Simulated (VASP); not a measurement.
**CdSe: single point with r2SCAN**

Crystal: CdSe.

```
Cd Se
1.0
     0.01533    3.07445    3.07445
     3.07445    0.01533    3.07445
     3.07445    3.07445    0.01533
Cd Se
1 1
Direct
  0.99946 0.99946 0.99946
  0.75054 0.75054 0.75054
```

This cell differs from its parent crystal: equal xy, yz and zx engineering shears of +0.5 %.

```json
{"Program": "VASP 6.6.1", "Task": "single point", "Functional": "r2SCAN", "Potentials or basis": "VASP PAW PBE potentials, release 64 (Cd, Se)", "Cutoff": "550 eV", "k mesh": "6 × 6 × 6", "Occupations": "gaussian, width 0.01 eV", "Spin": "no spin polarisation", "Dipole correction": "no", "Further INCAR settings": "ALGO = Normal; EDIFF = 1e-06; NBANDS = 16"}
```

- Pressure: 0.2 GPa
- Band gap on the k mesh: 1.02 eV, direct

Stress tensor (GPa, compression positive):
```
 0.23 -0.11 -0.11
-0.11  0.23 -0.11
-0.11 -0.11  0.23
```

Levels at points of the mesh, in eV from the valence-band top:
```csv
k point,band 6,band 7,band 8,band 9,band 10,band 11,band 12,band 13
"(0.00, 0.00, 0.00)",-7.73,-0.03,0.00,0.00,1.02,6.41,6.49,6.49
"(0.50, 0.00, 0.00)",-7.44,-4.28,-0.76,-0.72,2.80,6.89,6.90,7.74
"(0.50, 0.50, 0.00)",-7.37,-3.98,-1.83,-1.79,3.48,4.12,9.55,10.79
"(0.50, 0.50, 0.50)",-7.45,-4.31,-0.71,-0.71,2.86,6.95,6.95,7.71
```

It took 110 s on 1 thread of Intel Xeon 6975P-C, with other jobs on the host, peak memory 0.23 GiB.

Caveat: the cell differs from its parent crystal (equal xy, yz and zx engineering shears of +0.5 %); the PAW data sets were made with another functional, which shifts forces and pressure a little.
